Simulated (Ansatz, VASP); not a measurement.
## Si3Sn: VASP beside Ansatz

```xyz
4
Lattice="4.2499 0.0000 0.0000 0.0000 4.2499 0.0000 0.0000 0.0000 4.2499" Properties=species:S:1:pos:R:3 pbc="T T T"
Si    2.1249    2.1249    0.0000
Si    2.1249    0.0000    2.1249
Si    0.0000    2.1249    2.1249
Sn    0.0000    0.0000    0.0000
```

Change from the starting cell: species swapped into the CuAu3 type (Pm-3m, No. 221).

Alike in both runs: task relaxation of cell and atoms; functional PBE; k mesh 12 × 12 × 12; occupations gaussian, width 0.1 eV; no spin polarisation.

|  | VASP | Ansatz |
| --- | --- | --- |
| version | VASP 6.6.1 | Ansatz 0.2.0 |
| potentials or method | VASP PAW PBE potentials, release 64 (Si, Sn_d), cutoff 600 eV | scalar-relativistic, plane waves, PAW |
| valence electrons in the cell | 26 | 26 |

|  | VASP | Ansatz | Ansatz less VASP |
| --- | --- | --- | --- |
| gap on the k mesh at the Fermi level, each at its own relaxed structure (eV) | none | none | - |
| relaxed volume (Å³/atom) | 18.56 | 18.58 | +0.012 |
| relaxed length of the cell vector where the two differ most in proportion (Å) | 4.203 | 4.204 | +0.0009 |

A gap of «none» marks a metal or a gap that the smearing closes.
